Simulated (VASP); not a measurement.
Here is a VASP 6.6.1 calculation.

The input INCAR:

```
PREC = Accurate
ENCUT = 600
EDIFF = 1E-7
ISMEAR = 0
SIGMA = 0.01
LREAL = F
LASPH = T
NELM = 120
ALGO = Normal
ISIF = 3
LWAVE = F
LCHARG = F
GGA = PE
IBRION = 2
NSW = 100
EDIFFG = -0.005
GGA_COMPAT = F
NELMIN = 4
```

KPOINTS

```
regular mesh
0
Gamma
  10 10 10
```

The input POSCAR:

```
Mg2Si
1.0
    0.0000000000      3.1955000000      3.1955000000
    3.1955000000      0.0000000000      3.1955000000
    3.1955000000      3.1955000000      0.0000000000
Mg Si
2 1
Direct
    0.2500000000      0.2500000000      0.2500000000
    0.7500000000      0.7500000000      0.7500000000
    0.0000000000      0.0000000000      0.0000000000
```

Potentials or basis: VASP PAW PBE potentials, release 64 (Mg, Si).

Launch:

```bash
$ cat potpaw_PBE.64/Mg/POTCAR potpaw_PBE.64/Si/POTCAR > POTCAR
$ mpirun -np 1 vasp_std > vasp.out
```

Task: Estimate the space group after relaxing (to 0.05 Å).

Result: Fm-3m (No. 225).

Task: Predict the relaxed cell.

Result: a = 4.496 Å, b = 4.496 Å, c = 4.496 Å, α = 60.00°, β = 60.00°, γ = 60.00°.

Task: Predict the band gap on the k mesh.

Result: 0.21 eV, indirect (least direct gap 1.86 eV).

Task: Estimate the relaxed volume.

Result: 21.42 Å³/atom.

Final structure:
```
Mg Si
1.0
     0.00000    3.17929    3.17929
     3.17929    0.00000    3.17929
     3.17929    3.17929    0.00000
Mg Si
2 1
Cartesian
  1.5896 1.5896 1.5896
  4.7689 4.7689 4.7689
  0.0000 0.0000 0.0000
```

A k mesh can miss the band edges.
